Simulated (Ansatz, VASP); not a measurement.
# NbN in VASP and in Ansatz

```xyz
2
Lattice="0.0000 2.2262 2.2262 2.2262 0.0000 2.2262 2.2262 2.2262 0.0000" Properties=species:S:1:pos:R:3 pbc="T T T"
Nb    2.2262    2.2262    2.2262
N     0.0000    0.0000    0.0000
```

Alike in both runs: task relaxation of cell and atoms; functional PBEsol; k mesh 8 × 8 × 8; occupations gaussian, width 0.1 eV; no spin polarisation.

|  | VASP | Ansatz |
| --- | --- | --- |
| version | VASP 6.6.1 | Ansatz 0.2.0 |
| potentials or method | VASP PAW PBE potentials, release 64 (Nb_sv, N), cutoff 600 eV | scalar-relativistic, plane waves, PAW |
| valence electrons in the cell | 18 | 18 |

Ansatz gave:

```
gap on the k mesh at the Fermi level, each at its own relaxed structure (eV) : none
relaxed volume (Å³/atom)                                                     : 10.52
relaxed cell length with the largest relative difference (Å)                 : 3.098
```

Q: Which values does VASP return?

A: gap on the k mesh at the Fermi level, each at its own relaxed structure (eV): none; relaxed volume (Å³/atom): 10.51; relaxed cell length with the largest relative difference (Å): 3.098.

VASP's potentials were made for PBE, not for PBEsol, and Ansatz warns of the same on its side. A gap of «none» marks a metal or a gap that the smearing closes.

Noted on VASP's run: too few bands were computed for a metal, which touches its energy and stress.
